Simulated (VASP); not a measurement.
Here is a VASP 6.6.1 calculation.

File INCAR:

```
PREC = Accurate ; ENCUT = 560
EDIFF = 1E-6 ; ISMEAR = 0
SIGMA = 0.05 ; LREAL = F
LASPH = T ; NELM = 120
ALGO = Normal ; ISIF = 2
LWAVE = F ; LCHARG = F
GGA = PS ; NBANDS = 24
GGA_COMPAT = F
```

KPOINTS

```
Automatic mesh
0
Gamma
  18 18 10
```

POSCAR

```
Ir
1.0
    2.7190594616      0.0000000029      0.0000000000
   -1.3595297333      2.3547745668      0.0000000000
    0.0000000000      0.0000000000      4.4070469107
Ir
2
Direct
    0.6666666667      0.3333333333      0.7500000000
    0.3333333333      0.6666666667      0.2500000000
```

Potentials or basis: VASP PAW PBE potentials, release 64 (Ir_sv_GW).

Run with:

```bash
$ cat potpaw_PBE.64/Ir_sv_GW/POTCAR > POTCAR
$ mpirun -np 1 vasp_std > vasp.out
```

Question: What does it give for the pressure?

Answer: -1.8 GPa.

Question: What does it give for the band gap on the k mesh?

Answer: Zero (bands 17 and 18 overlap by 3.39 eV).

Caveat: the PAW data sets were made with another functional, which shifts forces and pressure a little; spin-orbit coupling is left out, which moves the levels of the heavy elements.
